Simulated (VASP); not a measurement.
# PbS (Cmcm) in VASP: a series of runs, part 3 of 3

VASP 6.6.1. The steps go on from the part before.

### Step 7. Single point, r2SCAN

POSCAR reads:

```
PbS
1.0
    2.0554605751     -5.8171216217      0.0000000000
    2.0554605751      5.8171216217      0.0000000000
    0.0000000000      0.0000000000      4.2684057435
Pb S
2 2
Direct
    0.8730525374      0.1269474626      0.7500000000
    0.1269474626      0.8730525374      0.2500000000
    0.6405897530      0.3594102470      0.7500000000
    0.3594102470      0.6405897530      0.2500000000
```

INCAR.step1 reads:

```
PREC = Accurate
ENCUT = 550
ISMEAR = 0
SIGMA = 0.02
LREAL = F
LASPH = T
NELM = 120
NBANDS = 28
GGA = PE
ALGO = Normal
EDIFF = 1E-5
LWAVE = T
LCHARG = F
GGA_COMPAT = F
```

INCAR.step2 reads:

```
PREC = Accurate
ENCUT = 550
EDIFF = 1E-6
ISMEAR = 0
SIGMA = 0.02
LREAL = F
LASPH = T
NELM = 120
ALGO = Normal
ISIF = 2
LWAVE = F
LCHARG = F
METAGGA = R2SCAN
LMIXTAU = T
NBANDS = 28
ISTART = 1
GGA_COMPAT = F
```

KPOINTS reads:

```
Automatic mesh
0
Gamma
  8 8 6
```

Potentials or basis: VASP PAW PBE potentials, release 64 (Pb_d, S).

Run with:

```
$ cat potpaw_PBE.64/Pb_d/POTCAR potpaw_PBE.64/S/POTCAR > POTCAR
$ cp INCAR.step1 INCAR
$ mpirun -np 1 vasp_std > vasp.out
$ cp INCAR.step2 INCAR
$ mpirun -np 1 vasp_std > vasp.out
```

OUTCAR:

```text
PREC = Accurate
   ENCUT = 550
   EDIFF = 1E-6
   ISMEAR = 0
   LREAL = F
   LASPH = T
   NELM = 120
   ISIF = 2
   METAGGA = R2SCAN
   ISTART = 1

 ion  position               nearest neighbor table
   1  0.873  0.127  0.750-   3 2.70   4 2.97   4 2.97   4 2.97   4 2.97   2 3.64   2 3.64   2 4.12
                             2 4.12   2 4.12   2 4.12
   2  0.127  0.873  0.250-   4 2.70   3 2.97   3 2.97   3 2.97   3 2.97   1 3.64   1 3.64   1 4.12
                             1 4.12   1 4.12   1 4.12
   3  0.641  0.359  0.750-   1 2.70   2 2.97   2 2.97   2 2.97   2 2.97
   4  0.359  0.641  0.250-   2 2.70   1 2.97   1 2.97   1 2.97   1 2.97

  LATTYP: Found a base centered orthorhombic cell.
 ALAT       =     4.1109211502
 B/A-ratio  =     2.8300818280
 C/A-ratio  =     1.0383088334

  Lattice vectors:

 A1 = (   2.0554605751,  -5.8171216217,   0.0000000000)
 A2 = (   2.0554605751,   5.8171216217,   0.0000000000)
 A3 = (   0.0000000000,   0.0000000000,   4.2684057435)

Analysis of symmetry for initial positions (statically):
=====================================================================
 Subroutine PRICEL returns:
 Original cell was already a primitive cell.

 Routine SETGRP: Setting up the symmetry group for a
 base centered orthorhombic supercell.

 Subroutine GETGRP returns: Found  8 space group operations
 (whereof  4 operations were pure point group operations)
 out of a pool of  8 trial point group operations.

The static configuration has the point symmetry C_2h.
 The point group associated with its full space group is D_2h.

Analysis of symmetry for dynamics (positions and initial velocities):
=====================================================================
 Subroutine PRICEL returns:
 Original cell was already a primitive cell.

 Routine SETGRP: Setting up the symmetry group for a
 base centered orthorhombic supercell.

[... 126 lines left out ...]
   IALGO  =     38    algorithm
   IMIX   =      4    mixing-type and parameters
     AMIX     =   0.40;   BMIX     =  1.00
     AMIX_MAG =   1.60;   BMIX_MAG =  1.00
  volume/ion in A,a.u.               =      25.52       172.21
  Fermi-wavevector in a.u.,A,eV,Ry     =   1.198001  2.263894 19.527167  1.435206
  Thomas-Fermi vector in A             =   2.333901
   LORBIT       =      0    0 simple, 1 ext, 2 COOP (PROOUT), +10 PAW based schemes
   METAGGA = R2SCAN    functional components
   LHFCALC =     F    Hartree Fock is set to
   AEXX    =    0.0000 exact exchange contribution
   IVDW    =     0    specifies the selected vdW correction
   LEPSILON=     F    determine dielectric tensor
   LRPA    =     F    only Hartree local field effects (RPA)
 non-spin polarized calculation
 Gauss-broadening in eV      SIGMA  =   0.02
  energy-cutoff  :      550.00
  volume of cell :      102.07
 maximum number of plane-waves:      3020
   NGX = 23   NGY = 23   NGZ = 17

 number of electron      39.9999999 magnetization

 Free energy of the ion-electron system (eV)
  ---------------------------------------------------
  ext. energy  EPLUGINS =         0.00000000
  ---------------------------------------------------
  free energy    TOTEN  =      -131.10764622 eV

  energy without entropy =     -131.10764622  energy(sigma->0) =     -131.10764622

 E-fermi :   5.3949     XC(G=0): -10.3756

 val. band max:        5.2445537959   @ k =   0.5000   0.5000   0.3333
 cond. band min:       6.7224602716   @ k =   0.5000   0.5000   0.0000
 fundamental gap:      1.4779064757
 Fermi energy:         5.3949111478

 k-point     1 :       0.0000    0.0000    0.0000
  band No.  band energies     occupation
      1     -11.8043      2.00000
      2     -11.6889      2.00000
      3     -11.6875      2.00000
      4     -11.6663      2.00000
      5     -11.6223      2.00000
      6     -11.6205      2.00000
[... 733 lines left out ...]
     27      13.2953      0.00000
     28      13.7500      0.00000

 [... further k-points ...]

------------------------ aborting loop because EDIFF is reached ----------------------------------------

  FORCE on cell =-STRESS in cart. coord.  units (eV):
  Direction    XX          YY          ZZ          XY          YZ          ZX
  --------------------------------------------------------------------------------------
  -------------------------------------------------------------------------------------
  Total        0.8729958      0.5709966      0.8455005      0.0000000      0.0000000      0.0000000
  in kB       13.7028136      8.9625404     13.2712385      0.0000000      0.0000000      0.0000000
  external PRESSURE =      11.9788641 kB  Pullay stress =       0.0000000 kB

 VOLUME and BASIS-vectors are now :
 -----------------------------------------------------------------------------
  energy-cutoff  :      550.00
  volume of cell :      102.07
      direct lattice vectors                 reciprocal lattice vectors
     2.055460575 -5.817121622  0.000000000     0.243254483 -0.085953162  0.000000000
     2.055460575  5.817121622  0.000000000     0.243254483  0.085953162  0.000000000
     0.000000000  0.000000000  4.268405743     0.000000000  0.000000000  0.234279509

 POSITION                                       TOTAL-FORCE (eV/Angst)
 -----------------------------------------------------------------------------------
      2.05546     -4.34018      3.20130         0.000000      0.093925      0.000000
      2.05546      4.34018      1.06710         0.000000     -0.093925     -0.000000
      2.05546     -1.63566      3.20130         0.000000     -0.129864     -0.000000
      2.05546      1.63566      1.06710         0.000000      0.129864     -0.000000
 -----------------------------------------------------------------------------------
    total drift:                               -0.000000     -0.000000      0.000000

  FREE ENERGIE OF THE ION-ELECTRON SYSTEM (eV)
  ---------------------------------------------------
  free  energy   TOTEN  =      -131.1076462171 eV

  energy  without entropy=     -131.1076462171  energy(sigma->0) =     -131.10764622
```

OUTCAR.step1:

```text
PREC = Accurate
   ENCUT = 550
   ISMEAR = 0
   LREAL = F
[... 978 lines left out ...]
      2.05546     -4.34018      3.20130         0.000000      0.011580     -0.000000
      2.05546      4.34018      1.06710         0.000000     -0.011580      0.000000
      2.05546     -1.63566      3.20130         0.000000      0.008195      0.000000
      2.05546      1.63566      1.06710         0.000000     -0.008195      0.000000
 -----------------------------------------------------------------------------------
    total drift:                               -0.000000     -0.000000      0.000000

  FREE ENERGIE OF THE ION-ELECTRON SYSTEM (eV)
  ---------------------------------------------------
  free  energy   TOTEN  =       -17.3369357095 eV

  energy  without entropy=      -17.3369357095  energy(sigma->0) =      -17.33693571
```

OSZICAR.step1:

```text
N       E                     dE             d eps       ncg     rms          rms(c)
DAV:   1     0.431298065686E+03    0.43130E+03   -0.19679E+04  4704   0.162E+03
DAV:   2     0.314342991319E+02   -0.39986E+03   -0.38788E+03  4732   0.418E+02
DAV:   3    -0.159644270861E+02   -0.47399E+02   -0.46297E+02  6104   0.159E+02
DAV:   4    -0.182245944287E+02   -0.22602E+01   -0.22510E+01  5624   0.351E+01
DAV:   5    -0.183145383384E+02   -0.89944E-01   -0.89925E-01  6368   0.743E+00    0.665E+00
DAV:   6    -0.173252330980E+02    0.98931E+00   -0.23821E+00  6592   0.105E+01    0.436E+00
DAV:   7    -0.173349131576E+02   -0.96801E-02   -0.48339E-01  5364   0.294E+00    0.276E+00
DAV:   8    -0.173432950062E+02   -0.83818E-02   -0.82056E-02  6452   0.234E+00    0.934E-01
DAV:   9    -0.173365446394E+02    0.67504E-02   -0.24885E-02  6608   0.127E+00    0.110E-01
DAV:  10    -0.173368872290E+02   -0.34259E-03   -0.18944E-03  5204   0.213E-01    0.476E-02
DAV:  11    -0.173369365718E+02   -0.49343E-04   -0.12592E-04  5924   0.897E-02    0.212E-02
DAV:  12    -0.173369357095E+02    0.86231E-06   -0.13574E-05  3356   0.287E-02
   1 F= -.17336936E+02 E0= -.17336936E+02  d E =-.189405E-19
```

Run time: 35 min. Hardware: 1 thread of Intel Xeon 8259CL, shared host; peak memory 0.44 GiB.

Results:

- Free energy: -131.1076 eV
- Pressure: 1.2 GPa
- Largest force: 0.130 eV/Å
- Band gap on the k mesh: 1.48 eV (least direct gap 1.63 eV)

Forces on the atoms (eV/Å):
```
Pb   0.000  0.094  0.000
Pb   0.000 -0.094  0.000
S    0.000 -0.130  0.000
S    0.000  0.130  0.000
```

Levels at points of the mesh, in eV from the valence-band top:
| k point | band 18 | band 19 | band 20 | band 21 | band 22 | band 23 |
| --- | --- | --- | --- | --- | --- | --- |
| (0.00, 0.00, 0.00) | -1.90 | -1.67 | -0.68 | 4.97 | 5.08 | 5.34 |
| (0.50, 0.00, 0.00) | -1.30 | -0.43 | -0.31 | 2.04 | 2.11 | 2.28 |
| (0.50, 0.50, 0.00) | -1.82 | -1.45 | -0.63 | 1.48 | 4.79 | 5.15 |
| (0.00, 0.00, 0.50) | -1.25 | -0.05 | -0.05 | 2.10 | 2.10 | 3.03 |
| (0.50, 0.00, 0.50) | -3.45 | -1.53 | -1.53 | 3.68 | 3.68 | 5.88 |
| (0.50, 0.50, 0.50) | -1.25 | -0.43 | -0.43 | 1.99 | 1.99 | 3.56 |

Caveat: the PAW data sets were made with another functional, which shifts forces and pressure a little; spin-orbit coupling is left out, which moves the levels of the heavy elements. A k mesh can miss the band edges.

### Step 8. The runs side by side

| task | level | cell | k mesh | cutoff (eV) | smearing | gap on the mesh (eV) | pressure (GPa) | largest force (eV/Å) |
| --- | --- | --- | --- | --- | --- | --- | --- | --- |
| single point | PBE+D3(BJ) | a = 6.170, b = 6.170, c = 4.268 Å, angles 90.0, 90.0, 141.1°, 4 atoms, atomic positions A | 8 × 8 × 6 | 520 | gaussian 0.02 eV | 1.22 | -0.1 | - |
| relaxation of cell and atoms | PBE+D3(BJ) | relaxed from a = 6.342, b = 6.342, c = 4.279 Å, angles 90.0, 90.0, 141.7°, 4 atoms, atomic positions B | 8 × 8 × 6 | 600 | gaussian 0.02 eV | 1.23 | 0.0 | - |
| single point | PBE+D3(BJ) | a = 6.342, b = 6.342, c = 4.279 Å, angles 90.0, 90.0, 141.7°, 4 atoms, atomic positions B | 4 × 4 × 4 | 500 | gaussian 0.1 eV | 1.29 | -1.2 | 0.08 |
| single point | r2SCAN | a = 6.170, b = 6.170, c = 4.268 Å, angles 90.0, 90.0, 141.1°, 4 atoms, atomic positions A | 8 × 8 × 6 | 550 | gaussian 0.02 eV | 1.48 | 1.2 | 0.13 |

Alike in all rows: potentials or basis VASP PAW PBE potentials, release 64 (Pb_d, S); no spin polarisation.

Caveats: spin-orbit coupling is left out, which moves the levels of the heavy elements; the PAW data sets were made with another functional, which shifts forces and pressure a little (at least some runs).

Absolute energies hang on the potentials; compare differences alone.
